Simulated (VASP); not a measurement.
Write the native input for VASP 6.6.1 that does the following.

```yaml
Task: single point
Functional: PBEsol
Potentials_or_basis: VASP PAW PBE potentials, release 64 (In_d, Pd)
Cutoff: 520 eV
k_mesh: 14 × 14 × 14
Occupations: gaussian, width 0.15 eV
Spin: no spin polarisation
Dipole_correction: no
Further_INCAR_settings: ALGO = Fast; EDIFF = 1e-06; NBANDS = 18
```

The structure of InPd lies in POSCAR:

```
InPd
1.0
    3.2088053983      0.0000000000      0.0000000000
    0.0000000000      3.2088053983      0.0000000000
    0.0000000000      0.0000000000      3.3222750686
In Pd
1 1
Direct
   -0.0149022267      0.0000000000      0.0000000000
    0.5160782172      0.5000000000      0.5000000000
```

This cell differs from its parent crystal: atoms displaced along a vibrational mode, the cell strained.

One way to write it, as run:

INCAR

```
PREC = Accurate
ENCUT = 520
EDIFF = 1E-6
ISMEAR = 0
SIGMA = 0.15
LREAL = False
LASPH = True
NELM = 100
ALGO = Fast
ISIF = 2
LWAVE = False
LCHARG = False
GGA = PS
NBANDS = 18
```

KPOINTS

```
regular mesh
0
Gamma
  14 14 14
```

Potentials or basis: VASP PAW PBE potentials, release 64 (In_d, Pd).

Run with:

```console
$ cat potpaw_PBE.64/In_d/POTCAR potpaw_PBE.64/Pd/POTCAR > POTCAR
$ mpirun -np 1 vasp_std > vasp.out
```

It gave:

- Pressure: 0.7 GPa
- Largest force: 0.421 eV/Å
- Band gap on the k mesh: zero (an odd number of electrons rules out a gap without spin polarisation)

Caveat: the cell differs from its parent crystal (atoms displaced along a vibrational mode, the cell strained); the PAW data sets were made with another functional, which shifts forces and pressure a little; spin-orbit coupling is left out, which moves the levels of the heavy elements.

It took 120 s on 1 thread of Intel(R) Xeon(R) 6975P-C (Granite Rapids) (shared host), peak memory 0.41 GiB.
